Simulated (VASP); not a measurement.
Write the native input for VASP 6.6.1 that does the following.

| Property | Result |
| --- | --- |
| Task | relaxation of cell and atoms |
| Functional | BLYP |
| Potentials or basis | VASP PAW PBE potentials, release 64 (Au) |
| Cutoff | 600 eV |
| k mesh | 11 × 11 × 11 |
| Occupations | fermi-dirac, width 0.05 eV |
| Spin | no spin polarisation |
| Dipole correction | no |
| Further INCAR settings | ALGO = Normal; EDIFF = 1e-06; IBRION = 2; EDIFFG = -0.01; NSW = 80; ISIF = 3 |

The structure of Au lies in POSCAR:

```
Au
1.0
    0.0000000000      2.0350000000      2.0350000000
    2.0350000000      0.0000000000      2.0350000000
    2.0350000000      2.0350000000      0.0000000000
Au
1
Direct
    0.0000000000      0.0000000000      0.0000000000
```

These files were run (other wordings do the same):

INCAR

```
AGGAC = 1.0
AGGAX = 1.0
ALDAC = 0.0
ALDAX = 1.0
ALGO = Normal
EDIFF = 1E-6
EDIFFG = -0.01
ENCUT = 600
GGA = B5
IBRION = 2
ISIF = 3
ISMEAR = -1
LASPH = T
LCHARG = F
LREAL = F
LWAVE = F
NELM = 60
NSW = 80
PREC = Accurate
SIGMA = 0.05
```

KPOINTS

```
k-points
0
Gamma
  11 11 11
```

Potentials or basis: VASP PAW PBE potentials, release 64 (Au).

Launch:

```bash
$ cat potpaw_PBE.64/Au/POTCAR > POTCAR
$ mpirun -np 1 vasp_std > vasp.out
```

It gave:

```yaml
Relaxed_volume: 19.48 Å³/atom
Relaxed_cell: a = 3.020 Å, b = 3.020 Å, c = 3.020 Å, α = 60.00°, β = 60.00°, γ = 60.00°
Space_group_after_relaxing_to_0.05_Å: Fm-3m (No. 225)
Energy_gained_by_relaxing: 163.1 meV/atom
Ionic_steps: 19
Pressure_after_relaxing: 0.1 GPa
```

Caveat: the volume moved by over 15 % at a fixed basis, so the end points are rough; the PAW data sets were made with another functional, which shifts forces and pressure a little; the volume moved by +16 % from the deposited cell, more than functionals usually miss.

Wall time 2.8 min on 1 thread of AMD EPYC 7R43 64-Core Processor (Zen 3), on a shared host, peak memory 0.12 GiB.
